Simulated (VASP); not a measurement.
# Al3RuN (P4/mmm) in VASP: notebook

The runs below take Al3RuN through single point, relaxation of cell and atoms, with PBE.

All numbers are computed with VASP 6.6.1; they aren't measurements. Logs are shortened: lines on timing, memory, paths and dates and some standing lists are left out, and cuts for length are marked.

## 1. The cell of the first run

Symmetry: P4/mmm, No. 123, tetragonal system. Conventional cell: a = 3.033 Å, b = 3.033 Å, c = 6.596 Å, α = 90.00°, β = 90.00°, γ = 90.00°. Within 2.7 Å of Al (site symmetry 4mm) lie 1 N at 1.95 Å and 4 Ru at 2.53 Å and 1 Al at 2.70 Å. Within 2.9 Å of Al (site symmetry 4/mmm) lie 4 N at 2.14 Å and 8 Al at 2.90 Å. Ru (site symmetry 4/mmm) has 10 Al at 2.53 to 3.30 Å and 4 Ru at 3.03 Å within 3.3 Å. N (site symmetry 4/mmm) has 6 Al at 1.95 to 2.14 Å within 2.6 Å.

## 2. Single point, PBE, collinear spin, ferromagnetic start

The input, INCAR:

```
PREC     = Accurate       # precision mode
ENCUT    = 520            # plane-wave cutoff, eV
EDIFF    = 1E-7           # SCF threshold, eV
ISMEAR   = 0              # smearing method
SIGMA    = 0.2            # smearing width, eV
LREAL    = F              # projectors in reciprocal space
LASPH    = T              # aspherical terms in the spheres
NELM     = 150            # most SCF steps
ALGO     = Normal         # electronic algorithm
ISIF     = 2              # what is computed and relaxed
LWAVE    = F              # write WAVECAR
LCHARG   = F              # write CHGCAR
ISPIN    = 2              # spin polarisation
MAGMOM   = 0 0 0 1 0      # initial moments
LORBIT   = 11             # projections on sites
LMAXMIX  = 4              # l up to which the mixer works
GGA      = PE             # functional
NBANDS   = 26             # bands
```

The input, KPOINTS:

```
regular mesh
0
Gamma
  5 5 2
```

The input, POSCAR:

```
Al3RuN
1.0
    3.0327076256      0.0000000000      0.0000000000
    0.0000000000      3.0327076256      0.0000000000
    0.0000000000      0.0000000000      6.5958793526
Al Ru N
3 1 1
Direct
    0.5000000000      0.5000000000      0.7046560108
    0.5000000000      0.5000000000      0.2953439892
    0.0000000000      0.0000000000      0.0000000000
    0.0000000000      0.0000000000      0.5000000000
    0.5000000000      0.5000000000      0.0000000000
```

Potentials or basis: VASP PAW PBE potentials, release 64 (Al, Ru_pv, N).

The run is started by

```sh
$ cat potpaw_PBE.64/Al/POTCAR potpaw_PBE.64/Ru_pv/POTCAR potpaw_PBE.64/N/POTCAR > POTCAR
$ mpirun -np 1 vasp_std > vasp.out
```

OUTCAR:

```text
PREC = Accurate
   ENCUT = 520
   EDIFF = 1E-7
   ISMEAR = 0
   LREAL = F
   LASPH = T
   NELM = 150
   ISIF = 2
   ISPIN = 2
   LORBIT = 11
   GGA = PE

 ion  position               nearest neighbor table
   1  0.500  0.500  0.705-   5 1.95   4 2.53   4 2.53   4 2.53   4 2.53   2 2.70   3 2.90   3 2.90
                             3 2.90   3 2.90
   2  0.500  0.500  0.295-   5 1.95   4 2.53   4 2.53   4 2.53   4 2.53   1 2.70   3 2.90   3 2.90
                             3 2.90   3 2.90
   3  0.000  0.000  0.000-   5 2.14   5 2.14   5 2.14   5 2.14   2 2.90   2 2.90   1 2.90   2 2.90
                             1 2.90   1 2.90   2 2.90   1 2.90   4 3.30   4 3.30
   4  0.000  0.000  0.500-   1 2.53   2 2.53   1 2.53   2 2.53   1 2.53   2 2.53   1 2.53   2 2.53
                             3 3.30   3 3.30
   5  0.500  0.500  0.000-   1 1.95   2 1.95   3 2.14   3 2.14   3 2.14   3 2.14

  LATTYP: Found a simple tetragonal cell.
 ALAT       =     3.0327076256
 C/A-ratio  =     2.1749143560

  Lattice vectors:

 A1 = (   3.0327076256,   0.0000000000,   0.0000000000)
 A2 = (   0.0000000000,   3.0327076256,   0.0000000000)
 A3 = (   0.0000000000,   0.0000000000,   6.5958793526)

Analysis of symmetry for initial positions (statically):
=====================================================================
 Subroutine PRICEL returns:
 Original cell was already a primitive cell.

 Routine SETGRP: Setting up the symmetry group for a
 simple tetragonal supercell.

 Subroutine GETGRP returns: Found 16 space group operations
 (whereof 16 operations were pure point group operations)
 out of a pool of 16 trial point group operations.

The static configuration has the point symmetry D_4h.

Analysis of symmetry for dynamics (positions and initial velocities):
=====================================================================
 Subroutine PRICEL returns:
 Original cell was already a primitive cell.

 Routine SETGRP: Setting up the symmetry group for a
 simple tetragonal supercell.

 Subroutine GETGRP returns: Found 16 space group operations
 (whereof 16 operations were pure point group operations)
 out of a pool of 16 trial point group operations.

The dynamic configuration has the point symmetry D_4h.

Analysis of structural, dynamic, and magnetic symmetry:
=====================================================================
 Subroutine PRICEL returns:
 Original cell was already a primitive cell.

 Routine SETGRP: Setting up the symmetry group for a
 simple tetragonal supercell.

[... 129 lines left out ...]
 Gauss-broadening in eV      SIGMA  =   0.20
  energy-cutoff  :      520.00
  volume of cell :       60.66
 maximum number of plane-waves:      1649
 NGX is ok and might be reduce to    24

 number of electron      28.0000000 magnetization       0.0007243

 number of electron      28.0000000 magnetization      -0.0001624

 Free energy of the ion-electron system (eV)
  ---------------------------------------------------
  ext. energy  EPLUGINS =         0.00000000
  ---------------------------------------------------
  free energy    TOTEN  =       -32.37995302 eV

  energy without entropy =      -32.37818129  energy(sigma->0) =      -32.37906715

 E-fermi :  10.5783     XC(G=0): -11.7684

 val. band max:       10.2588004658   @ k =   0.4000   0.4000   0.0000
 cond. band min:      10.8033661637   @ k =   0.0000   0.0000   0.0000
 fundamental gap:      0.5445656979
 Fermi energy:        10.5782664024

 spin component 1

 k-point     1 :       0.0000    0.0000    0.0000
  band No.  band energies     occupation
      1     -31.9155      1.00000
      2     -31.9155      1.00000
      3     -31.8855      1.00000
      4      -7.1351      1.00000
      5       1.2573      1.00000
      6       1.3097      1.00000
[... 337 lines left out ...]
     25      20.8278      0.00000
     26      21.2438      0.00000
 Fermi energy:        10.5782664024

 spin component 2

 k-point     1 :       0.0000    0.0000    0.0000
  band No.  band energies     occupation
      1     -31.9155      1.00000
      2     -31.9155      1.00000
      3     -31.8856      1.00000
      4      -7.1351      1.00000
      5       1.2573      1.00000
      6       1.3096      1.00000
[... 337 lines left out ...]
     25      20.8277      0.00000
     26      21.2432      0.00000

------------------------ aborting loop because EDIFF is reached ----------------------------------------

  FORCE on cell =-STRESS in cart. coord.  units (eV):
  Direction    XX          YY          ZZ          XY          YZ          ZX
  --------------------------------------------------------------------------------------
  -------------------------------------------------------------------------------------
  Total       -0.0577639     -0.0577639     -0.1244149      0.0000000      0.0000000      0.0000000
  in kB       -1.5255746     -1.5255746     -3.2858599      0.0000000      0.0000000      0.0000000
  external PRESSURE =      -2.1123363 kB  Pullay stress =       0.0000000 kB

 VOLUME and BASIS-vectors are now :
 -----------------------------------------------------------------------------
  energy-cutoff  :      520.00
  volume of cell :       60.66
      direct lattice vectors                 reciprocal lattice vectors
     3.032707626  0.000000000  0.000000000     0.329738347  0.000000000  0.000000000
     0.000000000  3.032707626  0.000000000     0.000000000  0.329738347  0.000000000
     0.000000000  0.000000000  6.595879353     0.000000000  0.000000000  0.151609808

 POSITION                                       TOTAL-FORCE (eV/Angst)
 -----------------------------------------------------------------------------------
      1.51635      1.51635      4.64783         0.000000     -0.000000      0.018695
      1.51635      1.51635      1.94805        -0.000000     -0.000000     -0.018695
      0.00000      0.00000      0.00000         0.000000      0.000000      0.000000
      0.00000      0.00000      3.29794         0.000000      0.000000      0.000000
      1.51635      1.51635      0.00000         0.000000      0.000000      0.000000
 -----------------------------------------------------------------------------------
    total drift:                                0.000000     -0.000000     -0.000000

  FREE ENERGIE OF THE ION-ELECTRON SYSTEM (eV)
  ---------------------------------------------------
  free  energy   TOTEN  =       -32.3799530174 eV

  energy  without entropy=      -32.3781812894  energy(sigma->0) =      -32.37906715

 total charge

# of ion       s       p       d       tot
------------------------------------------
    1        0.386   0.415   0.000   0.801
    2        0.386   0.415   0.000   0.801
    3        0.345   0.329   0.000   0.674
    4        0.330   6.303   6.226  12.859
    5        1.229   2.550   0.000   3.780
--------------------------------------------------
tot          2.676  10.012   6.226  18.914

 magnetization (x)

# of ion       s       p       d       tot
------------------------------------------
    1       -0.000  -0.000   0.000  -0.000
    2       -0.000  -0.000   0.000  -0.000
    3        0.000   0.000   0.000   0.000
    4        0.000  -0.000   0.000   0.000
    5        0.000   0.000   0.000   0.000
--------------------------------------------------
tot          0.000  -0.000   0.000   0.000
```

It took 17 s on 1 thread of AMD EPYC 9R45 (Zen 5), shared host; peak memory 0.17 GiB.

Results:

- Free energy: -32.3800 eV
- Pressure: -0.2 GPa
- Largest force: 0.019 eV/Å
- Band gap on the k mesh: 0.54 eV (least direct gap 0.73 eV)
- Net moment: 0.00 μB per cell
- Valence electrons inside the program's atomic spheres: Al 0.80, 0.67 (each value once); Ru 12.86; N 3.78

Forces on the atoms (eV/Å):
```
Al   0.000  0.000  0.019
Al   0.000  0.000 -0.019
Al   0.000  0.000  0.000
Ru   0.000  0.000  0.000
N    0.000  0.000  0.000
```

Caveat: the k points lie up to 0.48 Å⁻¹ apart.

## 3. Single point, PBE

The input, INCAR:

```
SYSTEM = Al3RuN
PREC = Accurate
ENCUT = 520
EDIFF = 1E-7
ISMEAR = 0
SIGMA = 0.01
LREAL = .False.
LASPH = .True.
NELM = 80
ALGO = Normal
ISIF = 2
LWAVE = .False.
LCHARG = .True.
GGA = PE
LELF = .True.
LVHAR = .True.
NBANDS = 22
```

The input, KPOINTS:

```
regular mesh
0
Gamma
  12 12 6
  0 0 0
```

The input, POSCAR:

```
Al3RuN
1.0
    3.0334391284      0.0000000000      0.0000000000
    0.0000000000      3.0334391284      0.0000000000
    0.0000000000      0.0000000000      6.5909276135
Al Ru N
3 1 1
Direct
    0.5000000000      0.5000000000      0.7045979915
    0.5000000000      0.5000000000      0.2954020085
    0.0000000000      0.0000000000      0.0000000000
    0.0000000000      0.0000000000      0.5000000000
    0.5000000000      0.5000000000      0.0000000000
```

Potentials or basis: VASP PAW PBE potentials, release 64 (Al, Ru_pv, N).

The run is started by

```sh
$ cat potpaw_PBE.64/Al/POTCAR potpaw_PBE.64/Ru_pv/POTCAR potpaw_PBE.64/N/POTCAR > POTCAR
$ mpirun -np 1 vasp_std > vasp.out
```

Wall time 62 s (1 thread of AMD EPYC 9R45 (Zen 5), shared host); peak memory 0.25 GiB.

The run converged. Its results:

```yaml
Free_energy: -32.4558 eV
Pressure: -0.1 GPa
Largest_force: 0.023 eV/Å
Band_gap_on_the_k_mesh: 0.06 eV (least direct gap 0.14 eV)
```

Forces in eV/Å, atoms in the order of the input:
```
Al   0.000  0.000  0.023
Al   0.000  0.000 -0.023
Al   0.000  0.000  0.000
Ru   0.000  0.000  0.000
N    0.000  0.000  0.000
```

Stress tensor (GPa, compression positive):
```
-0.07  0.00  0.00
 0.00 -0.07  0.00
 0.00  0.00 -0.21
```

Levels at points of the mesh, in eV from the valence-band top:
```csv
k point,band 11,band 12,band 13,band 14,band 15,band 16,band 17,band 18
"(0.00, 0.00, 0.00)",-2.70,-1.78,-1.78,-0.90,0.06,4.04,4.43,4.99
"(0.50, 0.00, 0.00)",-3.89,-2.65,-2.65,-1.41,1.07,1.42,4.25,4.45
"(0.50, 0.50, 0.00)",-3.59,-1.15,-1.15,0.00,0.43,0.48,2.01,2.01
"(0.00, 0.00, 0.50)",-2.93,-1.70,-1.70,-0.90,0.29,3.46,3.67,4.88
"(0.50, 0.00, 0.50)",-3.56,-2.66,-1.42,-1.32,0.60,1.82,3.05,3.78
"(0.50, 0.50, 0.50)",-2.58,-2.54,-2.16,-2.16,0.48,2.35,2.69,3.80
```

## 4. Single point, PBE

This run uses another cell than the first one: it holds 10 atoms, not 5.

The input, INCAR:

```
SYSTEM = Al3RuN
ALGO = Normal
EDIFF = 1E-6
ENCUT = 520
GGA = PE
ISIF = 2
ISMEAR = 0
LASPH = .TRUE.
LCHARG = .FALSE.
LREAL = .FALSE.
LWAVE = .FALSE.
NBANDS = 39
NELM = 80
PREC = Accurate
SIGMA = 0.2
```

The input, KPOINTS:

```
k-points
0
G
  8 4 4
  0 0 0
```

The input, POSCAR:

```
Al3RuN
1.0
    0.0000000000     -3.0334391284      0.0000000000
   -6.0668782567      0.0000000000      0.0000000000
    0.0000000000      0.0000000000     -6.5909276135
Al Ru N
6 2 2
Direct
    0.5000000000      0.7500000000      0.2954020085
    0.5000000000      0.2500000000      0.2954020085
    0.5000000000      0.7500000000      0.7045979915
    0.5000000000      0.2500000000      0.7045979915
    1.0000000000      1.0000000000      0.0000000000
    1.0000000000      0.5000000000      0.0000000000
    0.0000000000      0.5000000000      0.5000000000
    0.0000000000      0.0000000000      0.5000000000
    0.5000000000      0.7500000000      0.0000000000
    0.5000000000      0.2500000000      0.0000000000
```

The run is started by

```sh
$ cat potpaw_PBE.64/Al/POTCAR potpaw_PBE.64/Ru_pv/POTCAR potpaw_PBE.64/N/POTCAR > POTCAR
$ mpirun -np 1 vasp_std > vasp.out
```

Wall time 1.7 min (1 thread of AMD EPYC 9R45 (Zen 5), shared host); peak memory 0.31 GiB.

It converged, with:

```yaml
Free_energy: -64.9077 eV
Pressure: -0.1 GPa
Largest_force: 0.023 eV/Å
Band_gap_on_the_k_mesh: 0.06 eV
```

Forces in eV/Å, atoms in the order of the input:
```
Al   0.000  0.000  0.023
Al   0.000  0.000  0.023
Al   0.000  0.000 -0.023
Al   0.000  0.000 -0.023
Al   0.000  0.000  0.000
Al   0.000  0.000  0.000
Ru   0.000  0.000  0.000
Ru   0.000  0.000  0.000
N    0.000  0.000  0.000
N    0.000  0.000  0.000
```

Levels at points of the mesh, in eV from the valence-band top:
```tsv
k point	band 26	band 27	band 28	band 29	band 30	band 31
(0.00, 0.00, 0.00)	-1.78	-1.41	-0.90	0.06	1.07	1.42
(0.50, 0.00, 0.00)	-1.14	-1.14	0.00	0.43	0.48	1.07
(0.00, 0.50, 0.00)	-1.90	-1.60	-1.60	1.16	1.16	2.20
(0.50, 0.50, 0.00)	-1.99	-1.24	-1.24	0.88	0.88	1.48
(0.00, 0.00, 0.50)	-1.42	-1.31	-0.90	0.30	0.60	1.82
(0.50, 0.00, 0.50)	-2.16	-1.42	-1.31	0.48	0.60	1.82
(0.00, 0.50, 0.50)	-1.88	-1.56	-1.56	1.25	1.25	2.00
(0.50, 0.50, 0.50)	-1.96	-0.81	-0.81	0.59	0.59	2.78
```

Caveat: the smearing spreads over this small gap. A k mesh can miss the band edges.

## 5. Relaxation of cell and atoms, PBE, collinear spin, ferromagnetic start

This run uses another cell than the first one, of 13.41 Å³/atom.

The input, INCAR:

```
SYSTEM = Al3RuN
ALGO = Normal
EDIFF = 1E-6
EDIFFG = -0.08
ENCUT = 600
GGA = PE
IBRION = 2
ISIF = 3
ISMEAR = 0
ISPIN = 2
LASPH = .TRUE.
LCHARG = .FALSE.
LMAXMIX = 4
LORBIT = 11
LREAL = .FALSE.
LWAVE = .FALSE.
MAGMOM = 0 0 0 1 0
NELM = 150
NSW = 36
PREC = Accurate
SIGMA = 0.2
```

The input, KPOINTS:

```
k-points
0
G
  5 5 2
  0 0 0
```

The input, POSCAR:

```
Al3RuN
1.0
    3.0000000000      0.0000000000      0.0000000000
    0.0000000000      3.0000000000      0.0000000000
    0.0000000000      0.0000000000      7.4500000000
Al Ru N
3 1 1
Direct
    0.5000000000      0.5000000000      0.7200000000
    0.5000000000      0.5000000000      0.2800000000
    0.0000000000      0.0000000000      0.0000000000
    0.0000000000      0.0000000000      0.5000000000
    0.5000000000      0.5000000000      0.0000000000
```

The run is started by

```sh
$ cat potpaw_PBE.64/Al/POTCAR potpaw_PBE.64/Ru_pv/POTCAR potpaw_PBE.64/N/POTCAR > POTCAR
$ mpirun -np 1 vasp_std > vasp.out
```

It took 92 s on 1 thread of AMD EPYC 9R45 (Zen 5), shared host; peak memory 0.2 GiB.

The run converged. Its results:

```yaml
Free_energy: -32.3859 eV
Relaxed_volume: 12.11 Å³/atom
Relaxed_cell: a = 3.029 Å, b = 3.029 Å, c = 6.602 Å, α = 90.00°, β = 90.00°, γ = 90.00°
Space_group_after_relaxing_to_0.1_Å: P4/mmm (No. 123)
Energy_gained_by_relaxing: 178.1 meV/atom
Ionic_steps: 8
Pressure_after_relaxing: 0.0 GPa
Largest_force_after_relaxing: 0.015 eV/Å
Band_gap_on_the_k_mesh: 0.55 eV (least direct gap 0.74 eV)
Net_moment: 0.00 μB per cell
Valence_electrons_inside_the_program's_atomic_spheres: Al 0.80, 0.68 (each value once); Ru 12.86; N 3.76
```

Forces on the atoms (eV/Å):
```
Al   0.000  0.000 -0.015
Al   0.000  0.000  0.015
Al   0.000  0.000  0.000
Ru   0.000  0.000  0.000
N    0.000  0.000  0.000
```

Stress tensor (GPa, compression positive):
```
 0.16  0.00  0.00
 0.00  0.16  0.00
 0.00  0.00 -0.38
```

Step by step:
| step | energy change (eV) | largest force (eV/Å) | pressure (GPa) | volume (Å³) |
| --- | --- | --- | --- | --- |
| 1 | 0.0000 | 1.6549 | -13.78 | 67.05 |
| 2 | -0.5876 | 0.5887 | 15.26 | 56.37 |
| 3 | -0.6512 | 0.9859 | 6.36 | 58.64 |
| 4 | -0.8720 | 0.4711 | 3.15 | 59.64 |
| 5 | -0.8724 | 0.4051 | 3.21 | 59.61 |
| 6 | -0.8799 | 0.1312 | -2.93 | 61.56 |
| 7 | -0.8885 | 0.0866 | -0.42 | 60.72 |
| 8 | -0.8904 | 0.0149 | -0.02 | 60.57 |

Final structure:
```yaml
crystal:
  lattice:
    - [3.02908, 0.00000, 0.00000]
    - [0.00000, 3.02908, 0.00000]
    - [0.00000, 0.00000, 6.60153]
  atoms:
    - { symbol: Al, position: [0.50000, 0.50000, 0.70486] }
    - { symbol: Al, position: [0.50000, 0.50000, 0.29514] }
    - { symbol: Al, position: [0.00000, 0.00000, 0.00000] }
    - { symbol: Ru, position: [0.00000, 0.00000, 0.50000] }
    - { symbol: N, position: [0.50000, 0.50000, 0.00000] }
```

Levels at points of the mesh, in eV from the valence-band top:
Spin up:
```csv
k point,band 10,band 11,band 12,band 13,band 14,band 15,band 16,band 17,band 18,band 19
"(0.00, 0.00, 0.00)",-3.72,-2.21,-1.27,-1.27,-0.37,0.55,4.53,4.91,5.47,6.13
"(0.00, 0.00, 0.50)",-3.71,-2.44,-1.19,-1.19,-0.37,0.80,3.95,4.17,5.43,5.43
```
Spin down:
| k point | band 12 | band 13 | band 14 | band 15 | band 16 | band 17 |
| --- | --- | --- | --- | --- | --- | --- |
| (0.00, 0.00, 0.00) | -1.27 | -1.27 | -0.37 | 0.55 | 4.53 | 4.91 |
| (0.00, 0.00, 0.50) | -1.19 | -1.19 | -0.37 | 0.80 | 3.95 | 4.17 |

Caveat: the k points lie up to 0.48 Å⁻¹ apart in the final cell.

## 6. The runs side by side

```csv
task,spin,cell,k mesh,cutoff (eV),smearing,gap on the mesh (eV),pressure (GPa),moment (μB),largest force (eV/Å)
single point,"collinear, ferromagnetic start","a = 3.033, b = 3.033, c = 6.596 Å, 5 atoms, atomic positions A",5 × 5 × 2,520,gaussian 0.2 eV,0.54,-0.2,0.00,0.02
single point,off,"a = 3.033, b = 3.033, c = 6.591 Å, 5 atoms, atomic positions A",12 × 12 × 6,520,gaussian 0.01 eV,0.06,-0.1,-,0.02
single point,off,"a = 3.033, b = 6.067, c = 6.591 Å, 10 atoms, atomic positions B",8 × 4 × 4,520,gaussian 0.2 eV,0.06,-0.1,-,0.02
relaxation of cell and atoms,"collinear, ferromagnetic start","relaxed from a = 3.000, b = 3.000, c = 7.450 Å, 5 atoms, atomic positions C",5 × 5 × 2,600,gaussian 0.2 eV,0.55,0.0,0.00,0.01
```

Alike in all rows: level PBE; potentials or basis VASP PAW PBE potentials, release 64 (Al, Ru_pv, N).

Caveats: some runs use coarse meshes; the smearing spreads over this small gap (at least some runs).

Total energies depend on the potentials used, so only differences within one code and one set of settings carry meaning.

The gap in the log of VASP goes by the Fermi energy; the results here count the filled bands.